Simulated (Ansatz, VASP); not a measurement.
## Two plane-wave programs on NaCl

```
Na Cl
1.0
     4.72108    0.00000    0.00000
    -2.36054    4.08857    0.00000
     0.00000    0.00000    5.56948
Na Cl
2 2
Direct
  0.33333 0.66667 0.93750
  0.66667 0.33333 0.43750
  0.33333 0.66667 0.43750
  0.66667 0.33333 0.93750
```

Alike in both runs: task single point; functional r2SCAN; k mesh 6 × 6 × 4; no spin polarisation.

|  | VASP | Ansatz |
| --- | --- | --- |
| version | VASP 6.6.1 | Ansatz 0.2.0 |
| potentials or method | VASP PAW PBE potentials, release 64 (Na_pv, Cl) | plane waves, PAW |
| plane-wave cutoff (eV) | 520 | 500 |
| occupations | gaussian, width 0.01 eV | fixed |
| valence electrons in the cell | 28 | 32 |

VASP gave:

```
gap on the k mesh at the Fermi level (eV) : 5.47
```

What did Ansatz give for the same quantities?

gap on the k mesh at the Fermi level (eV): 5.46.

VASP's potentials were made for PBE, not for r2SCAN. VASP's potentials hold 28 valence electrons a cell and Ansatz's 32, so a difference there can come from the potentials and not from the codes. Ansatz's warnings: structure snapped to symmetry.
